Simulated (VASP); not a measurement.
The system is HoAl3Br.

```
CELL_PARAMETERS angstrom
2.59836 1.50016 4.32276
-2.59836 1.50016 4.32276
0.00000 -3.00033 4.32276
ATOMIC_POSITIONS crystal
Ho 0.50000 0.50000 0.50000
Al 0.00000 0.00000 0.50000
Al 0.50000 0.00000 0.00000
Al 0.00000 0.50000 0.00000
Br 0.00000 0.00000 0.00000
```

The cell was generated, and may not be a known phase.

* Program: VASP 6.6.1
* Task: relaxation of cell and atoms
* Functional: PBE
* Potentials or basis: VASP PAW PBE potentials, release 64 (Ho_3, Al, Br), 4f in core
* Cutoff: 500 eV
* k mesh: 6 × 6 × 6
* Occupations: gaussian, width 0.1 eV
* Spin: no spin polarisation

At the start: pressure 30.8 GPa; volume 20.22 Å³/atom.

Problem. How do energy, volume and symmetry change on relaxing?

Solution. Over 7 steps the energy falls by 711.9 meV/atom and the volume is 30.67 Å³/atom (+51.7 %); space group R-3m (No. 166, to 0.1 Å) before and after.

Step by step:
| step | energy change (eV) | largest force (eV/Å) | pressure (GPa) | volume (Å³) |
| --- | --- | --- | --- | --- |
| 1 | 0.0000 | 0.0000 | 30.77 | 101.10 |
| 2 | -2.9106 | 0.0000 | -4.50 | 168.28 |
| 3 | -3.4410 | 0.0000 | 0.68 | 141.89 |
| 4 | -3.4412 | 0.0000 | 0.40 | 142.79 |
| 5 | -3.4836 | 0.0000 | 0.26 | 144.91 |
| 6 | -3.5536 | 0.0000 | 0.02 | 151.10 |
| 7 | -3.5595 | 0.0000 | 0.00 | 153.33 |

Final structure:
```
CELL_PARAMETERS angstrom
2.96348 1.71096 5.04012
-2.96348 1.71096 5.04012
0.00000 -3.42193 5.04012
ATOMIC_POSITIONS crystal
Ho 0.50000 0.50000 0.50000
Al 0.00000 0.00000 0.50000
Al 0.50000 0.00000 0.00000
Al 0.00000 0.50000 0.00000
Br 0.00000 0.00000 0.00000
```

Caveat: the volume moved by over 15 % at a fixed basis, so the end points are rough; the run has no spin polarisation, though such a crystal can be magnetic.
